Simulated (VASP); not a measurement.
TiAl, 2 atoms in the cell. Symmetry: P-6m2, No. 187, hexagonal system. The conventional cell has a = 2.867 Å, b = 2.867 Å, c = 4.678 Å, α = 90.00°, β = 90.00°, γ = 120.00°. Ti (site symmetry -6m2) has 6 Al at 2.87 Å and 6 Ti at 2.87 Å within 3.8 Å. Al (site symmetry -6m2) has 6 Ti at 2.87 Å and 6 Al at 2.87 Å within 3.8 Å. 

| Property | Result |
| --- | --- |
| Program | VASP 6.6.1 |
| Task | relaxation of cell and atoms |
| Functional | PBEsol |
| Dispersion | D3(BJ) |
| Potentials or basis | VASP PAW PBE potentials, release 64 (Ti_sv, Al) |
| Cutoff | 600 eV |
| k mesh | 11 × 11 × 6 |
| Occupations | fermi-dirac, width 0.05 eV |
| Spin | no spin polarisation |
| Dipole correction | no |
| Further INCAR settings | ALGO = Normal; EDIFF = 1e-06; IBRION = 2; EDIFFG = -0.01; NSW = 60; ISIF = 3 |

Potentials or basis: VASP PAW PBE potentials, release 64 (Ti_sv, Al).

Launch:

```bash
$ cat potpaw_PBE.64/Ti_sv/POTCAR potpaw_PBE.64/Al/POTCAR > POTCAR
$ mpirun -np 1 vasp_std > vasp.out
```

Hardware: 1 thread of Intel(R) Xeon(R) Platinum 8375C CPU @ 2.90GHz (Ice Lake) (shared host).

Problem. How long does it take, and how much memory?

Solution. Wall time 2.2 min on 1 thread of Intel(R) Xeon(R) Platinum 8375C CPU @ 2.90GHz (Ice Lake), with other jobs on the host, peak memory 0.2 GiB. Counts: scf iterations 80, k points 64, ion steps 11.
